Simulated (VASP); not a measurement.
Input of a VASP 6.6.1 run:

File INCAR:

```
SYSTEM = Ta2AlC2N
PREC = Accurate
ENCUT = 520
EDIFF = 1E-6
ISMEAR = 0
SIGMA = 0.1
LREAL = .False.
LASPH = .True.
NELM = 80
ALGO = Normal
ISIF = 2
LWAVE = .False.
LCHARG = .True.
GGA = PE
LELF = .True.
LVHAR = .True.
NBANDS = 28
```

The input KPOINTS:

```
Automatic mesh
0
Gamma
  12 12 12
  0 0 0
```

File POSCAR:

```
Ta2AlC2N
1.0
   -2.0690187366      2.0690187366      5.0061979620
    2.0690187366     -2.0690187366      5.0061979620
    2.0690187366      2.0690187366     -5.0061979620
Ta Al C N
2 1 2 1
Direct
    0.6946449110      0.6946449110      0.0000000000
    0.3053550890      0.3053550890      0.0000000000
    0.0000000000      0.0000000000      0.0000000000
    0.2500000000      0.7500000000      0.5000000000
    0.7500000000      0.2500000000      0.5000000000
    0.5000000000      0.5000000000      0.0000000000
```

Potentials or basis: VASP PAW PBE potentials, release 64 (Ta_pv, Al, C, N).

Run with:

```bash
$ cat potpaw_PBE.64/Ta_pv/POTCAR potpaw_PBE.64/Al/POTCAR potpaw_PBE.64/C/POTCAR potpaw_PBE.64/N/POTCAR > POTCAR
$ mpirun -np 1 vasp_std > vasp.out
```

(1) Predict the largest force.

(2) Estimate the pressure.

Answers

(1) 0.055 eV/Å.

(2) 0.4 GPa.
